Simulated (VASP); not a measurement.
# AgPt3 in VASP: further runs, part 3 of 3

VASP 6.6.1. The steps go on from the part before.

### Step 5. Electric field gradients, LDA (zz strain of +1 %)

Input file INCAR:

```
SYSTEM = AgPt3
ALGO = Normal ; EDIFF = 1E-8
ENCUT = 520 ; ISIF = 2
ISMEAR = -1 ; LASPH = .True.
LCHARG = .False. ; LEFG = .True.
LREAL = .False. ; LWAVE = .False.
NBANDS = 28 ; NELM = 100
PREC = Accurate ; SIGMA = 0.08
```

Input file KPOINTS:

```
k-points
0
Gamma
  9 9 9
  0 0 0
```

Input file POSCAR:

```
AgPt3
1.0
    3.9000000000      0.0000000000      0.0000000000
    0.0000000000      3.9000000000      0.0000000000
    0.0000000000      0.0000000000      3.9390000000
Ag Pt
1 3
Direct
    0.0000000000      0.0000000000      0.0000000000
    0.0000000000      0.5000000000      0.5000000000
    0.5000000000      0.0000000000      0.5000000000
    0.5000000000      0.5000000000      0.0000000000
```

Potentials or basis: VASP PAW LDA potentials, release 64 (Ag, Pt).

Command:

```sh
> cat potpaw_LDA.64/Ag/POTCAR potpaw_LDA.64/Pt/POTCAR > POTCAR
> mpirun -np 1 vasp_std > vasp.out
```

OUTCAR:

```text
SYSTEM = AgPt3
   EDIFF = 1E-8
   ENCUT = 520
   ISIF = 2
   ISMEAR = -1
   LASPH = .True.
   LREAL = .False.
   NELM = 100
   PREC = Accurate

 ion  position               nearest neighbor table
   1  0.000  0.000  0.000-   4 2.76   4 2.76   4 2.76   4 2.76   3 2.77   2 2.77   3 2.77   2 2.77
                             3 2.77   2 2.77   3 2.77   2 2.77
   2  0.000  0.500  0.500-   3 2.76   3 2.76   3 2.76   3 2.76   4 2.77   1 2.77   1 2.77   1 2.77
                             4 2.77   4 2.77   4 2.77   1 2.77
   3  0.500  0.000  0.500-   2 2.76   2 2.76   2 2.76   2 2.76   4 2.77   1 2.77   4 2.77   4 2.77
                             1 2.77   4 2.77   1 2.77   1 2.77
   4  0.500  0.500  0.000-   1 2.76   1 2.76   1 2.76   1 2.76   3 2.77   2 2.77   3 2.77   3 2.77
                             3 2.77   2 2.77   2 2.77   2 2.77

  LATTYP: Found a simple tetragonal cell.
 ALAT       =     3.9000000000
 C/A-ratio  =     1.0100000000

  Lattice vectors:

 A1 = (   3.9000000000,   0.0000000000,   0.0000000000)
 A2 = (   0.0000000000,   3.9000000000,   0.0000000000)
 A3 = (   0.0000000000,   0.0000000000,   3.9390000000)

Analysis of symmetry for initial positions (statically):
=====================================================================
 Subroutine PRICEL returns:
 Original cell was already a primitive cell.

 Routine SETGRP: Setting up the symmetry group for a
 simple tetragonal supercell.

 Subroutine GETGRP returns: Found 16 space group operations
 (whereof 16 operations were pure point group operations)
 out of a pool of 16 trial point group operations.

The static configuration has the point symmetry D_4h.

Analysis of symmetry for dynamics (positions and initial velocities):
[... 913 lines left out ...]

 [... further k-points ...]
[... 5 lines left out ...]
  --------------------------------------------------------------------------------------
  -------------------------------------------------------------------------------------
  Total        0.2282136      0.2282136     -0.1862614      0.0000000      0.0000000     -0.0000000
  in kB        6.1029088      6.1029088     -4.9810190      0.0000000      0.0000000     -0.0000000
  external PRESSURE =       2.4082662 kB  Pullay stress =       0.0000000 kB

 VOLUME and BASIS-vectors are now :
 -----------------------------------------------------------------------------
  energy-cutoff  :      520.00
  volume of cell :       59.91
      direct lattice vectors                 reciprocal lattice vectors
     3.900000000  0.000000000  0.000000000     0.256410256  0.000000000  0.000000000
     0.000000000  3.900000000  0.000000000     0.000000000  0.256410256  0.000000000
     0.000000000  0.000000000  3.939000000     0.000000000  0.000000000  0.253871541

 POSITION                                       TOTAL-FORCE (eV/Angst)
 -----------------------------------------------------------------------------------
      0.00000      0.00000      0.00000         0.000000      0.000000      0.000000
      0.00000      1.95000      1.96950         0.000000      0.000000      0.000000
      1.95000      0.00000      1.96950         0.000000      0.000000      0.000000
      1.95000      1.95000      0.00000         0.000000      0.000000      0.000000
 -----------------------------------------------------------------------------------
    total drift:                                0.000000      0.000000     -0.000000

  FREE ENERGIE OF THE ION-ELECTRON SYSTEM (eV)
  ---------------------------------------------------
  free  energy   TOTEN  =       -26.2530219303 eV

  energy  without entropy=      -26.1821646326  energy(sigma->0) =      -26.21759328

 Electric field gradients (V/A^2)
---------------------------------------------------------------------
 ion       V_xx      V_yy      V_zz      V_xy      V_xz      V_yz
---------------------------------------------------------------------
   1      -0.664    -0.664     1.327    -0.000     0.000    -0.000
   2     -16.636     5.985    10.652    -0.000     0.000    -0.000
   3       5.985   -16.636    10.652    -0.000    -0.000     0.000
   4       5.240     5.240   -10.481    -0.000     0.000     0.000
---------------------------------------------------------------------

 Electric field gradients after diagonalization (V/A^2)
 (convention: |V_zz| > |V_xx| > |V_yy|)
----------------------------------------------------------------------
 ion       V_xx      V_yy      V_zz     asymmetry (V_yy - V_xx)/ V_zz
----------------------------------------------------------------------
   1      -0.664    -0.664     1.327       0.000
   2      10.652     5.985   -16.636       0.281
   3      10.652     5.985   -16.636       0.281
   4       5.240     5.240   -10.481       0.000
----------------------------------------------------------------------

           NMR quadrupolar parameters

 Cq : quadrupolar parameter    Cq=e*Q*V_zz/h
 eta: asymmetry parameters     (V_yy - V_xx)/ V_zz
 Q  : nuclear electric quadrupole moment in mb (millibarn)
----------------------------------------------------------------------
 ion       Cq(MHz)       eta       Q (mb)
----------------------------------------------------------------------
   1       0.003       0.000       1.000
   2      -0.040       0.281       1.000
   3      -0.040       0.281       1.000
   4      -0.025       0.000       1.000
----------------------------------------------------------------------
```

OSZICAR:

```text
N       E                     dE             d eps       ncg     rms          rms(c)
DAV:   1     0.265063024511E+03    0.26506E+03   -0.20753E+04  4216   0.141E+03
DAV:   2    -0.195103100638E+02   -0.28457E+03   -0.27318E+03  4616   0.327E+02
DAV:   3    -0.277891696684E+02   -0.82789E+01   -0.81398E+01  4676   0.569E+01
DAV:   4    -0.278496301806E+02   -0.60461E-01   -0.60437E-01  4500   0.497E+00
DAV:   5    -0.278502287670E+02   -0.59859E-03   -0.59858E-03  4564   0.538E-01    0.237E+01
DAV:   6    -0.264074898077E+02    0.14427E+01   -0.31175E+00  4424   0.161E+01    0.129E+01
DAV:   7    -0.262848181654E+02    0.12267E+00   -0.52876E-01  4456   0.674E+00    0.457E+00
DAV:   8    -0.262586532513E+02    0.26165E-01   -0.10164E-01  4408   0.522E+00    0.202E+00
DAV:   9    -0.262531722206E+02    0.54810E-02   -0.19442E-02  4376   0.161E+00    0.182E-01
DAV:  10    -0.262530164519E+02    0.15577E-03   -0.76736E-04  4468   0.366E-01    0.710E-02
DAV:  11    -0.262530234746E+02   -0.70227E-05   -0.10621E-04  4464   0.108E-01    0.195E-02
DAV:  12    -0.262530218476E+02    0.16270E-05   -0.66442E-06  4520   0.276E-02    0.612E-03
DAV:  13    -0.262530220357E+02   -0.18819E-06   -0.22188E-06  4484   0.121E-02    0.467E-03
DAV:  14    -0.262530219312E+02    0.10452E-06   -0.44434E-07  4460   0.529E-03    0.452E-04
DAV:  15    -0.262530219303E+02    0.88312E-09   -0.58487E-09  2368   0.626E-04
   1 F= -.26253022E+02 E0= -.26217593E+02  d E =-.708573E-01
```

stdout:

```text
POSCAR found type information on POSCAR AgPt
 POSCAR found :  2 types and       4 ions
 scaLAPACK will be used
 LDA part: xc-table for (Slater(with rela. corr.)+CA(PZ))
 , standard interpolation
 POSCAR, INCAR and KPOINTS ok, starting setup
 FFT: planning ... GRIDC
 FFT: planning ... GRID_SOFT
 FFT: planning ... GRID
 WAVECAR not read
 entering main loop
ion   1

ion   2

ion   3

ion   4
```

Wall time 65 s (1 thread of Intel Xeon Platinum 8559C (Emerald Rapids), shared host); peak memory 0.22 GiB.

Results:

- Free energy: -26.2530 eV
- Pressure: 0.2 GPa

Stress tensor (GPa, compression positive):
```
 0.61  0.00  0.00
 0.00  0.61  0.00
 0.00  0.00 -0.50
```

Electric field gradients, principal values (V/Å²):
| atom | least | middle | greatest (by size) |
| --- | --- | --- | --- |
| 1 Ag | -0.664 | -0.664 | 1.327 |
| 2 Pt | 5.985 | 10.652 | -16.636 |
| 3 Pt | 5.985 | 10.652 | -16.636 |
| 4 Pt | 5.240 | 5.240 | -10.481 |

Caveat: the cell differs from its parent crystal (zz strain of +1 %); without QUAD_EFG the Cq values of the log hold for a quadrupole moment of 1 mb, not for the nuclei; spin-orbit coupling is left out, which moves the levels of the heavy elements.

### Step 6. The runs side by side

| cell | gap on the mesh (eV) | pressure (GPa) |
| --- | --- | --- |
| a = 3.976 Å, 4 atoms | none | -10.8 |
| a = 3.900, b = 3.900, c = 3.861 Å, 4 atoms | none | 5.8 |
| a = 3.900, b = 3.900, c = 3.939 Å, 4 atoms | none | 0.2 |

Alike in all rows: task electric field gradients; level LDA; potentials or basis VASP PAW LDA potentials, release 64 (Ag, Pt); no spin polarisation; k mesh 9 × 9 × 9; cutoff (eV) 520; smearing fermi-dirac 0.08 eV.

Caveats: spin-orbit coupling is left out, which moves the levels of the heavy elements.

Absolute energies hang on the potentials; compare differences alone.
